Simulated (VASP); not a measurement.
Set up this calculation in VASP 6.6.1, as the native input.

| Item | Value |
| --- | --- |
| Task | single point |
| Functional | PBE |
| Potentials or basis | VASP PAW PBE potentials, release 64 (Mg, Al) |
| Cutoff | 520 eV |
| k mesh | 6 × 6 × 6 |
| Occupations | gaussian, width 0.1 eV |
| Spin | no spin polarisation |
| Dipole correction | no |
| Further INCAR settings | ALGO = Normal; EDIFF = 1e-06; NBANDS = 10 |

The structure of Mg2Al lies in POSCAR:

```
Mg2Al
1.0
    0.0000000000      3.3250348071      3.3250348071
    3.3250348071      0.0000000000      3.3250348071
    3.3250348071      3.3250348071      0.0000000000
Mg Al
2 1
Direct
    0.2500000000      0.2500000000      0.2500000000
    0.7500000000      0.7500000000      0.7500000000
    0.0000000000      0.0000000000      0.0000000000
```

The input as run:

INCAR

```
ALGO = Normal
EDIFF = 1E-6
ENCUT = 520
GGA = PE
ISIF = 2
ISMEAR = 0
LASPH = True
LCHARG = True
LELF = True
LREAL = False
LVHAR = True
LWAVE = False
NBANDS = 10
NELM = 80
PREC = Accurate
SIGMA = 0.1
```

KPOINTS

```
k-points
0
Gamma
  6 6 6
```

Potentials or basis: VASP PAW PBE potentials, release 64 (Mg, Al).

Command:

```console
$ cat potpaw_PBE.64/Mg/POTCAR potpaw_PBE.64/Al/POTCAR > POTCAR
$ mpirun -np 1 vasp_std > vasp.out
```

Results of the run:

```json
{
  "Pressure": "-0.1 GPa"
}
```

It took 12 s on 1 thread of Intel(R) Xeon(R) Platinum 8259CL CPU @ 2.50GHz (Skylake/Cascade Lake), with other jobs on the host, peak memory 0.2 GiB.
